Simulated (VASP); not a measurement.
SnO, 4 atoms in the cell. Symmetry: Pmn2_1, No. 31, orthorhombic system. Conventional cell: a = 3.829 Å, b = 5.456 Å, c = 3.731 Å, α = 90.00°, β = 90.00°, γ = 90.00°. Within 2.7 Å of Sn (site symmetry m) lie 3 O at 2.05 to 2.32 Å. Within 2.7 Å of O (site symmetry m) lie 3 Sn at 2.05 to 2.32 Å. 

```yaml
Program: VASP 6.6.1
Task: single point
Functional: PBE
Dispersion: D3(BJ)
Potentials_or_basis: VASP PAW PBE potentials, release 64 (Sn_d, O)
Cutoff: 520 eV
k_mesh: 10 × 6 × 8
Occupations: gaussian, width 0.05 eV
Spin: no spin polarisation
Dipole_correction: no
Further_INCAR_settings: ALGO = Normal; EDIFF = 1e-06; NBANDS = 28
```

Potentials or basis: VASP PAW PBE potentials, release 64 (Sn_d, O).

The run is started by

```console
$ cat potpaw_PBE.64/Sn_d/POTCAR potpaw_PBE.64/O/POTCAR > POTCAR
$ mpirun -np 1 vasp_std > vasp.out
```

Hardware: 1 thread of Intel(R) Xeon(R) 6975P-C (Granite Rapids) (shared host).

Question: How long does it take, and how much memory?

Answer: Wall time 120 s on 1 thread of Intel(R) Xeon(R) 6975P-C (Granite Rapids), with other jobs on the host, peak memory 0.33 GiB. Counts: scf iterations 15, k points 120.
